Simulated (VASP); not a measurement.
Write the native input for VASP 6.6.1 that does the following.

- Task: single point
- Functional: PBEsol
- Potentials or basis: VASP PAW PBE potentials, release 64 (In_d, O)
- Cutoff: 520 eV
- k mesh: 12 × 12 × 4
- Occupations: gaussian, width 0.02 eV
- Spin: no spin polarisation
- Dipole correction: no
- Further INCAR settings: ALGO = Normal; EDIFF = 1e-07; NBANDS = 27

The structure of InO lies in POSCAR:

```
InO
1.0
    3.3943262927      0.0000000000      0.0000000000
   -1.6971631464      2.9395727982      0.0000000000
    0.0000000000      0.0000000000     15.8392069316
In O
2 2
Direct
    0.6666666667      0.3333333333      0.5887186501
    0.6666666667      0.3333333333      0.4112813499
    0.0000000000      0.0000000000      0.6389667906
    0.0000000000      0.0000000000      0.3610332094
```

These files were run (other wordings do the same):

INCAR

```
ALGO = Normal
EDIFF = 1E-7
ENCUT = 520
GGA = PS
ISIF = 2
ISMEAR = 0
LASPH = T
LCHARG = F
LREAL = F
LWAVE = F
NBANDS = 27
NELM = 100
PREC = Accurate
SIGMA = 0.02
```

KPOINTS

```
k-points
0
Gamma
  12 12 4
```

Potentials or basis: VASP PAW PBE potentials, release 64 (In_d, O).

Command:

```console
$ cat potpaw_PBE.64/In_d/POTCAR potpaw_PBE.64/O/POTCAR > POTCAR
$ mpirun -np 1 vasp_std > vasp.out
```

It gave:

```json
{
  "Largest force": "0.038 eV/Å",
  "Band gap on the k mesh": "0.43 eV, indirect (least direct gap 1.21 eV)"
}
```

Caveat: the PAW data sets were made with another functional, which shifts forces and pressure a little; spin-orbit coupling is left out, which moves the levels of the heavy elements.

Run time: 10 min on 1 thread of Intel Xeon 8259CL (shared host), peak memory 0.42 GiB.
